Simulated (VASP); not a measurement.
# NaEuC4 (I4/mmm) in VASP: a series of runs

The runs below take NaEuC4 through single point, with PBE.

All numbers are computed with VASP 6.6.1; they aren't measurements. Logs are shortened: lines on timing, memory, paths and dates and some standing lists are left out, and cuts for length are marked.

## Step 1: The cell of the first run

Symmetry: I4/mmm, No. 139, tetragonal system. The conventional cell has a = 5.826 Å, b = 5.826 Å, c = 5.817 Å, α = 90.00°, β = 90.00°, γ = 90.00°. Within 3.0 Å of Na (site symmetry 4/mmm) lie 4 C at 2.27 Å and 2 Eu at 2.91 Å. Within 3.8 Å of Eu (site symmetry 4/mmm) lie 2 Na at 2.91 Å and 16 C at 2.98 to 3.69 Å. C (site symmetry m2m) has 1 C at 1.29 Å within 1.7 Å.

The cell was generated, and may not be a known phase.

## Step 2: Single point, PBE, collinear spin, ferromagnetic start

Input file INCAR:

```
  ALGO = Normal
  EDIFF = 1E-6
  ENCUT = 520
  GGA = PE
  ISIF = 2
  ISMEAR = 0
  ISPIN = 2
  LASPH = True
  LCHARG = False
  LMAXMIX = 6
  LORBIT = 11
  LREAL = False
  LWAVE = False
  MAGMOM = 0 7 0 0 0 0
  NBANDS = 33
  NELM = 150
  PREC = Accurate
  SIGMA = 0.1
```

Input file KPOINTS:

```
k-points
0
Gamma
  4 4 4
```

Input file POSCAR:

```
NaEuC4
1.0
   -2.9128511100      2.9128511100      2.9083554700
    2.9128511100     -2.9128511100      2.9083554700
    2.9128511100      2.9128511100     -2.9083554700
Na Eu C
1 1 4
Direct
    0.0000000000      0.0000000000      0.0000000000
    0.5000000000      0.5000000000      0.0000000000
    0.0000000000      0.6103201600      0.6103201600
    0.0000000000      0.3896798400      0.3896798400
    0.6103201600      0.0000000000      0.6103201600
    0.3896798400      0.0000000000      0.3896798400
```

Potentials or basis: VASP PAW PBE potentials, release 64 (Na_pv, Eu, C).

Run with:

```bash
$ cat potpaw_PBE.64/Na_pv/POTCAR potpaw_PBE.64/Eu/POTCAR potpaw_PBE.64/C/POTCAR > POTCAR
$ mpirun -np 1 vasp_std > vasp.out
```

OUTCAR:

```text
EDIFF = 1E-6
   ENCUT = 520
   GGA = PE
   ISIF = 2
   ISMEAR = 0
   ISPIN = 2
   LASPH = True
   LORBIT = 11
   LREAL = False
   NELM = 150
   PREC = Accurate

 ion  position               nearest neighbor table
   1  0.000  0.000  0.000-   3 2.27   4 2.27   5 2.27   6 2.27   2 2.91   2 2.91
   2  0.500  0.500  0.000-   1 2.91   1 2.91
   3  0.000  0.610  0.610-   4 1.29   1 2.27
   4  0.000  0.390  0.390-   3 1.29   1 2.27
   5  0.610  0.000  0.610-   6 1.29   1 2.27
   6  0.390  0.000  0.390-   5 1.29   1 2.27

  LATTYP: Found a body centered tetragonal cell.
 ALAT       =     5.8257022200
 C/A-ratio  =     0.9984566187

  Lattice vectors:

 A1 = (  -2.9128511100,   2.9128511100,   2.9083554700)
 A2 = (   2.9128511100,  -2.9128511100,   2.9083554700)
 A3 = (   2.9128511100,   2.9128511100,  -2.9083554700)

Analysis of symmetry for initial positions (statically):
=====================================================================
 Subroutine PRICEL returns:
 Original cell was already a primitive cell.

 Routine SETGRP: Setting up the symmetry group for a
 body centered tetragonal supercell.

 Subroutine GETGRP returns: Found 16 space group operations
 (whereof 16 operations were pure point group operations)
 out of a pool of 16 trial point group operations.

The static configuration has the point symmetry D_4h.

Analysis of symmetry for dynamics (positions and initial velocities):
=====================================================================
 Subroutine PRICEL returns:
 Original cell was already a primitive cell.

 Routine SETGRP: Setting up the symmetry group for a
 body centered tetragonal supercell.

 Subroutine GETGRP returns: Found 16 space group operations
 (whereof 16 operations were pure point group operations)
 out of a pool of 16 trial point group operations.

The dynamic configuration has the point symmetry D_4h.

Analysis of structural, dynamic, and magnetic symmetry:
=====================================================================
 Subroutine PRICEL returns:
 Original cell was already a primitive cell.

 Routine SETGRP: Setting up the symmetry group for a
 body centered tetragonal supercell.

 Subroutine GETGRP returns: Found 16 space group operations
 (whereof 16 operations were pure point group operations)
 out of a pool of 16 trial point group operations.

The overall configuration has the point symmetry D_4h.

 Subroutine INISYM returns: Found 16 space group operations
 (whereof 16 operations are pure point group operations),
 and found     1 'primitive' translations

----------------------------------------------------------------------------------------

                                     Primitive cell

  volume of cell :      98.7061

  direct lattice vectors                    reciprocal lattice vectors
    -2.912851110  2.912851110  2.908355470     0.000000000  0.171653126  0.171918462
     2.912851110 -2.912851110  2.908355470     0.171653126  0.000000000  0.171918462
     2.912851110  2.912851110 -2.908355470     0.171653126  0.171653126  0.000000000

  length of vectors
     5.042611894  5.042611894  5.042611894     0.242941873  0.242941873  0.242754179

  position of ions in fractional coordinates (direct lattice)
     0.000000000  0.000000000  0.000000000
     0.500000000  0.500000000  0.000000000
     0.000000000  0.610320160  0.610320160
     0.000000000  0.389679840  0.389679840
     0.610320160  0.000000000  0.610320160
     0.389679840  0.000000000  0.389679840

  ion indices of the primitive-cell ions
   primitive index   ion index
                 1           1
                 2           2
                 3           3
                 4           4
                 5           5
                 6           6

----------------------------------------------------------------------------------------

 KPOINTS: k-points

Automatic generation of k-mesh.
 Grid dimensions read from file:
 generate k-points for:    4    4    4

 Generating k-lattice:

  Cartesian coordinates                     Fractional coordinates (reciprocal lattice)
     0.000000000  0.042913282  0.042979616     0.250000000 -0.000000000  0.000000000
     0.042913282  0.000000000  0.042979616    -0.000000000  0.250000000  0.000000000
     0.042913282  0.042913282  0.000000000     0.000000000  0.000000000  0.250000000

  Length of vectors
     0.060735468  0.060735468  0.060688545

  Shift w.r.t. Gamma in fractional coordinates (k-lattice)
     0.000000000  0.000000000  0.000000000

 Subroutine IBZKPT returns following result:
 ===========================================

 Found     13 irreducible k-points:

 Following reciprocal coordinates:
            Coordinates               Weight
  0.000000  0.000000  0.000000      1.000000
  0.250000  0.000000 -0.000000      8.000000
  0.500000  0.000000 -0.000000      4.000000
  0.250000  0.250000 -0.000000      8.000000
  0.500000  0.250000  0.000000     16.000000
 -0.250000  0.250000  0.000000      4.000000
  0.500000  0.500000 -0.000000      2.000000
  0.250000  0.250000  0.250000      2.000000
 -0.250000  0.250000  0.250000      4.000000
  0.500000  0.500000  0.250000      4.000000
 -0.250000  0.500000  0.250000      8.000000
 -0.250000 -0.250000  0.250000      2.000000
  0.500000  0.500000  0.500000      1.000000
   k-points           NKPTS =     13   k-points in BZ     NKDIM =     13   number of bands    NBANDS=     33
   number of dos      NEDOS =    301   number of ions     NIONS =      6
   total plane-waves  NPLWV =  64000
   dimension x,y,z NGX =    40 NGY =   40 NGZ =   40
   dimension x,y,z NGXF=    80 NGYF=   80 NGZF=   80
   ions per type =               1   1   4
   NGX,Y,Z   is equivalent  to a cutoff of  13.19, 13.19, 13.19 a.u.
   NGXF,Y,Z  is equivalent  to a cutoff of  26.37, 26.37, 26.37 a.u.
 SYSTEM =  unknown system
   PREC   = accura    normal or accurate (medium, high low for compatibility)
   ISTART =      0    job   : 0-new  1-cont  2-samecut
   ICHARG =      2    charge: 1-file 2-atom 10-const
   ISPIN  =      2    spin polarized calculation?
   LNONCOLLINEAR =      F non collinear calculations
   LSORBIT =      F    spin-orbit coupling
   LASPH  =      T    aspherical Exc in radial PAW
   ENCUT  =  520.0 eV  38.22 Ry    6.18 a.u.   9.38  9.38  9.38*2*pi/ulx,y,z
   NELM   =    150;   NELMIN=  2; NELMDL= -5     # of ELM steps
   EDIFF  = 0.1E-05   stopping-criterion for ELM
   LREAL  =      F    real-space projection
[... 7 lines left out ...]
   TEBEG  =    0.0;   TEEND  =   0.0 temperature during run
   PSTRESS=    0.0 pullay stress
   NELECT =      40.0000    total number of electrons
   NUPDOWN=      -1.0000    fix difference up-down
   EMIN   =  10.00;   EMAX   =-10.00  energy-range for DOS
   EFERMI =   0.00;   METHOD = LEGACY
   ISMEAR =     0;   SIGMA  =   0.10  broadening in eV -4-tet -1-fermi 0-gaus
   EFERMI_NEDOS =   21; number of points for ismear=-14 and -15
   IALGO  =     38    algorithm
   IMIX   =      4    mixing-type and parameters
     AMIX     =   0.40;   BMIX     =  1.00
     AMIX_MAG =   1.60;   BMIX_MAG =  1.00
  volume/ion in A,a.u.               =      16.45       111.02
  Fermi-wavevector in a.u.,A,eV,Ry     =   1.211472  2.289351 19.968795  1.467665
  Thomas-Fermi vector in A             =   2.346987
   LORBIT       =     11    0 simple, 1 ext, 2 COOP (PROOUT), +10 PAW based schemes
   GGA     = PE    functional components
   LHFCALC =     F    Hartree Fock is set to
   AEXX    =    0.0000 exact exchange contribution
   IVDW    =     0    specifies the selected vdW correction
   LEPSILON=     F    determine dielectric tensor
   LRPA    =     F    only Hartree local field effects (RPA)
 spin polarized calculation
 Gauss-broadening in eV      SIGMA  =   0.10
  energy-cutoff  :      520.00
  volume of cell :       98.71
 maximum number of plane-waves:      2718
 NGX is ok and might be reduce to    40
   NGX = 19   NGY = 19   NGZ = 19

 number of electron      40.0000005 magnetization       6.6823888

 Free energy of the ion-electron system (eV)
  ---------------------------------------------------
  ext. energy  EPLUGINS =         0.00000000
  ---------------------------------------------------
  free energy    TOTEN  =       -42.87540083 eV

  energy without entropy =      -42.84220922  energy(sigma->0) =      -42.85880503

 E-fermi :   1.5939     XC(G=0):  -9.2937

 val. band max:        1.5795377309   @ k =   0.5000   0.2500   0.0000
 cond. band min:       1.5984177516   @ k =   0.0000   0.0000   0.0000
 fundamental gap:      0.0188800207
 Fermi energy:         1.5938925663

 spin component 1

 k-point     1 :       0.0000    0.0000    0.0000
  band No.  band energies     occupation
      1     -39.9182      1.00000
      2     -21.0291      1.00000
      3     -20.5856      1.00000
      4     -20.5856      1.00000
      5     -18.8076      1.00000
      6     -18.5204      1.00000
[... 24 lines left out ...]
     31       8.1385      0.00000
     32       8.1385      0.00000

 k-point     2 :       0.2500    0.0000   -0.0000
  band No.  band energies     occupation
      1     -39.9181      1.00000
      2     -21.0029      1.00000
      3     -20.5862      1.00000
      4     -20.5858      1.00000
      5     -18.8480      1.00000
      6     -18.5336      1.00000
[... 24 lines left out ...]
     31       7.4093      0.00000
     32       7.6179      0.00000
[... 348 lines left out ...]
     31       6.5756      0.00000
     32       6.5756      0.00000

 k-point    13 :       0.5000    0.5000    0.5000
  band No.  band energies     occupation
      1     -39.9174      1.00000
      2     -21.0322      1.00000
      3     -20.5884      1.00000
      4     -20.5884      1.00000
      5     -18.8192      1.00000
      6     -18.5346      1.00000
[... 24 lines left out ...]
     31       7.5240      0.00000
     32       7.5240      0.00000
 Fermi energy:         1.5938925663

 spin component 2

 k-point     1 :       0.0000    0.0000    0.0000
  band No.  band energies     occupation
      1     -36.8356      1.00000
      2     -20.9977      1.00000
      3     -20.5855      1.00000
      4     -20.5855      1.00000
      5     -16.6237      1.00000
      6     -16.2905      1.00000
[... 24 lines left out ...]
     31       8.3841      0.00000
     32       8.5965      0.00000

 k-point     2 :       0.2500    0.0000   -0.0000
  band No.  band energies     occupation
      1     -36.8355      1.00000
      2     -20.9845      1.00000
      3     -20.5863      1.00000
      4     -20.5858      1.00000
      5     -16.6551      1.00000
      6     -16.3186      1.00000
[... 24 lines left out ...]
     31       7.8090      0.00000
     32       7.8758      0.00000
[... 348 lines left out ...]
     31       6.9564      0.00000
     32       6.9564      0.00000

 k-point    13 :       0.5000    0.5000    0.5000
  band No.  band energies     occupation
      1     -36.8344      1.00000
      2     -20.9997      1.00000
      3     -20.5875      1.00000
      4     -20.5875      1.00000
      5     -16.6434      1.00000
      6     -16.3142      1.00000
[... 24 lines left out ...]
     31       7.8221      0.00000
     32       7.8535      0.00000
 [bands above 32 left out]

------------------------ aborting loop because EDIFF is reached ----------------------------------------

  FORCE on cell =-STRESS in cart. coord.  units (eV):
  Direction    XX          YY          ZZ          XY          YZ          ZX
  --------------------------------------------------------------------------------------
  -------------------------------------------------------------------------------------
  Total       -0.0411956     -0.0411956      4.2815683      0.0000000      0.0000000      0.0000000
  in kB       -0.6686778     -0.6686778     69.4975361      0.0000000      0.0000000      0.0000000
  external PRESSURE =      22.7200601 kB  Pullay stress =       0.0000000 kB

 VOLUME and BASIS-vectors are now :
 -----------------------------------------------------------------------------
  energy-cutoff  :      520.00
  volume of cell :       98.71
      direct lattice vectors                 reciprocal lattice vectors
    -2.912851110  2.912851110  2.908355470     0.000000000  0.171653126  0.171918462
     2.912851110 -2.912851110  2.908355470     0.171653126  0.000000000  0.171918462
     2.912851110  2.912851110 -2.908355470     0.171653126  0.171653126  0.000000000

 POSITION                                       TOTAL-FORCE (eV/Angst)
 -----------------------------------------------------------------------------------
      0.00000      0.00000      0.00000        -0.000000      0.000000      0.000000
      0.00000      0.00000      2.90836        -0.000000     -0.000000     -0.000000
      3.55554      0.00000      0.00000        -1.017922      0.000000      0.000000
      2.27016      0.00000      0.00000         1.017922      0.000000      0.000000
      0.00000      3.55554      0.00000        -0.000000     -1.017922      0.000000
      0.00000      2.27016      0.00000        -0.000000      1.017922      0.000000
 -----------------------------------------------------------------------------------
    total drift:                               -0.000000     -0.000000      0.000000

  FREE ENERGIE OF THE ION-ELECTRON SYSTEM (eV)
  ---------------------------------------------------
  free  energy   TOTEN  =       -42.8754008281 eV

  energy  without entropy=      -42.8422092248  energy(sigma->0) =      -42.85880503

 total charge

# of ion       s       p       d       f       tot
--------------------------------------------------
    1        0.117   6.050   0.000   0.000   6.167
    2        2.018   5.753   0.180   6.674  14.625
    3        0.954   1.508   0.000   0.000   2.462
    4        0.954   1.508   0.000   0.000   2.462
    5        0.954   1.508   0.000   0.000   2.462
    6        0.954   1.508   0.000   0.000   2.462
--------------------------------------------------
tot          5.950  17.837   0.180   6.674  30.641

 magnetization (x)

# of ion       s       p       d       f       tot
--------------------------------------------------
    1        0.001   0.000   0.000   0.000   0.002
    2       -0.016  -0.119   0.034   6.651   6.549
    3       -0.003  -0.027   0.000   0.000  -0.030
    4       -0.003  -0.027   0.000   0.000  -0.030
    5       -0.003  -0.027   0.000   0.000  -0.030
    6       -0.003  -0.027   0.000   0.000  -0.030
--------------------------------------------------
tot         -0.027  -0.228   0.034   6.651   6.429
```

Run time: 8.4 min. Hardware: 1 thread of Oxide Virtual Turin-like, shared host; peak memory 0.28 GiB.

Results:

- Free energy: -42.8754 eV
- Pressure: 2.3 GPa
- Largest force: 1.018 eV/Å
- Net moment: 6.68 μB per cell
- Site moments: Na +0.00; Eu +6.55; C -0.03 μB
- Valence electrons inside the program's atomic spheres: Na 6.17; Eu 14.62; C 2.46

Forces in eV/Å, atoms in the order of the input:
```
Na   0.000  0.000  0.000
Eu   0.000  0.000  0.000
C   -1.018  0.000  0.000
C    1.018  0.000  0.000
C    0.000 -1.018  0.000
C    0.000  1.018  0.000
```

Stress tensor (GPa, compression positive):
```
-0.07  0.00  0.00
 0.00 -0.07  0.00
 0.00  0.00  6.95
```

Levels at points of the mesh, in eV from the Fermi level:
Spin up:
| k point | band 21 | band 22 | band 23 | band 24 | band 25 | band 26 |
| --- | --- | --- | --- | --- | --- | --- |
| (0.00, 0.00, 0.00) | -0.05 | -0.05 | 0.00 | 0.37 | 0.46 | 1.31 |
| (0.50, 0.00, 0.00) | -0.19 | -0.14 | -0.13 | -0.12 | 2.25 | 2.69 |
| (0.50, 0.50, 0.00) | -0.17 | -0.17 | -0.12 | 0.40 | 2.61 | 2.75 |
| (0.50, 0.50, 0.50) | -0.21 | -0.03 | -0.03 | 0.56 | 1.94 | 2.96 |
Spin down:
```
           k point  band 13  band 14  band 15  band 16  band 17  band 18  band 19  band 20
(0.00, 0.00, 0.00)    -3.16    -1.95    -1.95    -0.06     0.16     0.76     1.71     1.71
(0.50, 0.00, 0.00)    -2.19    -2.11    -2.06    -0.78    -0.69     2.75     3.12     3.66
(0.50, 0.50, 0.00)    -3.13    -2.05    -1.67    -0.99     0.29     2.76     3.34     3.80
(0.50, 0.50, 0.50)    -2.44    -1.59    -1.59    -0.56     0.40     2.32     3.54     3.54
```

Caveat: the k points lie up to 0.38 Å⁻¹ apart; spin-orbit coupling is left out, which moves the levels of the heavy elements; semilocal functionals describe open f shells poorly, which spoils levels, moments and volumes; forces of over 1 eV/Å act on the atoms, so gaps and moduli don't describe the material at rest.

## Step 3: Single point, PBE, collinear spin, ferromagnetic start

This run uses another cell than the first one, of 25.39 Å³/atom.

Input file INCAR:

```
PREC = Accurate ; ENCUT = 520
EDIFF = 1E-6 ; ISMEAR = 0
SIGMA = 0.1 ; LREAL = False
LASPH = True ; NELM = 150
ALGO = Normal ; ISIF = 2
LWAVE = False ; LCHARG = False
ISPIN = 2 ; MAGMOM = 0 7 0 0 0 0
LORBIT = 11 ; LMAXMIX = 6
GGA = PE ; NBANDS = 33
```

Input file KPOINTS:

```
regular mesh
0
Gamma
  4 4 4
```

Input file POSCAR:

```
NaEuC4
1.0
   -2.9053330373      2.9053330373      4.5125243646
    2.9053330373     -2.9053330373      4.5125243646
    2.9053330373      2.9053330373     -4.5125243646
Na Eu C
1 1 4
Direct
    0.0000000000      0.0000000000      0.0000000000
    0.5000000000      0.5000000000      0.0000000000
    0.0000000000      0.6080503065      0.6080503065
    0.0000000000      0.3919496935      0.3919496935
    0.6080503065      0.0000000000      0.6080503065
    0.3919496935      0.0000000000      0.3919496935
```

Potentials or basis: VASP PAW PBE potentials, release 64 (Na_pv, Eu, C).

Run with:

```bash
$ cat potpaw_PBE.64/Na_pv/POTCAR potpaw_PBE.64/Eu/POTCAR potpaw_PBE.64/C/POTCAR > POTCAR
$ mpirun -np 1 vasp_std > vasp.out
```

Wall time 28 min (1 thread of Oxide Virtual Turin-like, shared host); peak memory 0.43 GiB.

It converged, with:

| Property | Result |
| --- | --- |
| Free energy | -43.8357 eV |
| Pressure | 0.1 GPa |
| Largest force | 0.105 eV/Å |
| Net moment | 6.37 μB per cell |
| Site moments | Na -0.00; Eu +6.49; C -0.07 μB |
| Valence electrons inside the program's atomic spheres | Na 6.13; Eu 14.55; C 2.49 |

Forces on the atoms (eV/Å):
```
Na   0.000  0.000  0.000
Eu   0.000  0.000  0.000
C    0.105  0.000  0.000
C   -0.105  0.000  0.000
C    0.000  0.105  0.000
C    0.000 -0.105  0.000
```

Stress tensor (GPa, compression positive):
```
0.04 0.00 0.00
0.00 0.04 0.00
0.00 0.00 0.24
```

Levels at points of the mesh, in eV from the Fermi level:
Spin up:
```tsv
k point	band 19	band 20	band 21	band 22	band 23	band 24	band 25	band 26	band 27	band 28
(0.00, 0.00, 0.00)	-0.17	-0.17	-0.14	0.00	0.00	0.52	1.70	2.36	2.84	2.84
(0.50, 0.00, 0.00)	-0.22	-0.18	-0.17	-0.16	-0.11	-0.07	2.62	3.29	3.43	4.01
(0.50, 0.50, 0.00)	-0.24	-0.19	-0.17	-0.15	-0.15	-0.14	2.78	3.54	3.96	4.16
(0.50, 0.50, 0.50)	-0.18	-0.17	-0.12	0.00	0.00	0.44	1.83	3.08	3.53	3.53
```
Spin down:
```csv
k point,band 15,band 16,band 17,band 18,band 19,band 20
"(0.00, 0.00, 0.00)",-1.20,-1.18,0.21,2.03,2.76,3.35
"(0.50, 0.00, 0.00)",-1.28,-0.55,-0.47,3.07,3.77,4.16
"(0.50, 0.50, 0.00)",-1.10,-0.83,-0.70,3.37,3.47,4.31
"(0.50, 0.50, 0.50)",-1.36,-0.81,0.14,2.17,3.74,4.34
```

Caveat: spin-orbit coupling is left out, which moves the levels of the heavy elements; semilocal functionals describe open f shells poorly, which spoils levels, moments and volumes. The state reached can hang on the start; a lower one may exist.
